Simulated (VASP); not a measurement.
Here is a VASP 6.6.1 calculation.

INCAR

```
PREC     = Accurate       # precision mode
ENCUT    = 520            # plane-wave cutoff, eV
EDIFF    = 1E-7           # SCF threshold, eV
ISMEAR   = -1             # smearing method
SIGMA    = 0.05           # smearing width, eV
LREAL    = F              # projectors in reciprocal space
LASPH    = T              # aspherical terms in the spheres
NELM     = 80             # most SCF steps
ALGO     = Normal         # electronic algorithm
ISIF     = 2              # what is computed and relaxed
LWAVE    = F              # write WAVECAR
LCHARG   = F              # write CHGCAR
NBANDS   = 29             # bands
```

Contents of KPOINTS:

```
regular mesh
0
Gamma
  11 11 11
```

POSCAR

```
TiPd3
1.0
    3.8200000000      0.0000000000      0.0000000000
    0.0000000000      3.8200000000      0.0000000000
    0.0000000000      0.0000000000      3.8964000000
Ti Pd
1 3
Direct
    0.0000000000      0.0000000000      0.0000000000
    0.0000000000      0.5000000000      0.5000000000
    0.5000000000      0.0000000000      0.5000000000
    0.5000000000      0.5000000000      0.0000000000
```

Potentials or basis: VASP PAW LDA potentials, release 64 (Ti_sv, Pd).

Launch:

```bash
$ cat potpaw_LDA.64/Ti_sv/POTCAR potpaw_LDA.64/Pd/POTCAR > POTCAR
$ mpirun -np 1 vasp_std > vasp.out
```

What does it give for the pressure?

-1.8 GPa.

What does it give for the band gap on the k mesh?

Zero (band 21 reaches 12.38 eV, above the bottom of band 22 at 11.08 eV).

Stress tensor (GPa, compression positive):
```
-0.71  0.00  0.00
 0.00 -0.71  0.00
 0.00  0.00 -3.84
```

Caveat: the cell differs from its parent crystal (zz strain of +2 %).
